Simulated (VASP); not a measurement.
Wanted: the native input for a VASP 6.6.1 run.

```yaml
Task: single point
Functional: PBE
Potentials_or_basis: VASP PAW PBE potentials, release 64 (W_sv, S)
Cutoff: 520 eV
k_mesh: 10 × 10 × 10
Occupations: fermi-dirac, width 0.02 eV
Spin: no spin polarisation
Dipole_correction: no
Further_INCAR_settings: ALGO = Normal; EDIFF = 1e-06; NBANDS = 20
```

The structure of WS2 lies in POSCAR:

```
WS2
1.0
    1.6634365527      0.9603855415      6.5424813423
   -1.6634365527      0.9603855415      6.5424813423
    0.0000000000     -1.9207710829      6.5424813423
W S
1 2
Direct
   -0.0000020323     -0.0000020323     -0.0000020323
    0.4106000030      0.4106000030      0.4106000030
    0.2560686961      0.2560686961      0.2560686961
```

This cell differs from its parent crystal: strain +4.9%.

The input as run:

INCAR

```
  PREC = Accurate
  ENCUT = 520
  EDIFF = 1E-6
  ISMEAR = -1
  SIGMA = 0.02
  LREAL = F
  LASPH = T
  NELM = 60
  ALGO = Normal
  ISIF = 2
  LWAVE = F
  LCHARG = T
  GGA = PE
  LELF = T
  LVHAR = T
  NBANDS = 20
```

KPOINTS

```
regular mesh
0
Gamma
  10 10 10
```

Potentials or basis: VASP PAW PBE potentials, release 64 (W_sv, S).

Command:

```bash
$ cat potpaw_PBE.64/W_sv/POTCAR potpaw_PBE.64/S/POTCAR > POTCAR
$ mpirun -np 1 vasp_std > vasp.out
```

Results of the run:

```
Pressure               : -5.8 GPa
Largest force          : 0.141 eV/Å
Band gap on the k mesh : 0.65 eV (least direct gap 1.66 eV)
```

Caveat: the cell differs from its parent crystal (strain +4.9%); the cell stands under tension; spin-orbit coupling is left out, which moves the levels of the heavy elements.

Wall time 8.1 min on 1 thread of Intel(R) Xeon(R) Platinum 8259CL CPU @ 2.50GHz (Skylake/Cascade Lake), with other jobs on the host, peak memory 0.46 GiB.
